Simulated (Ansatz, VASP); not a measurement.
LiSb2: VASP beside Ansatz

```
Li Sb
1.0
     0.00000    2.76432    4.72298
     0.00000   -2.76432    4.72298
     4.87136    2.76432    0.00000
Li Sb
2 4
Direct
  0.00000 0.00000 0.00000
  0.25000 0.25000 0.50000
  0.66700 0.33300 0.66600
  0.33300 0.66700 0.33400
  0.58300 0.91700 0.83400
  0.91700 0.58300 0.16600
```

Alike in both runs: task relaxation of cell and atoms; functional PBE; k mesh 4 × 4 × 4; occupations gaussian, width 0.1229 eV; no spin polarisation.

|  | VASP | Ansatz |
| --- | --- | --- |
| version | VASP 6.6.1 | Ansatz 0.2.0 |
| potentials or method | VASP PAW PBE potentials, release 64 (Li_sv, Sb), cutoff 600 eV | PAW plane waves |
| valence electrons in the cell | 26 | 66 |

|  | VASP | Ansatz | Ansatz less VASP |
| --- | --- | --- | --- |
| gap on the k mesh at the Fermi level, each at its own relaxed structure (eV) | none | none | - |
| relaxed volume (Å³/atom) | 24.74 | 24.76 | +0.022 |
| relaxed cell length with the largest relative difference (Å) | 5.732 | 5.737 | +0.0058 |

A gap of «none» marks a metal or a gap that the smearing closes. VASP's potentials hold 26 valence electrons a cell and Ansatz's 66, so a difference there can come from the potentials and not from the codes.

The k mesh is coarse, so the values compare programs but aren't converged. Spin-orbit coupling is off throughout. Noted on VASP's run: the cutoff is short for stress, so the pressure is rough; the volume moved by over 15 % at a fixed basis, so the end points are rough.
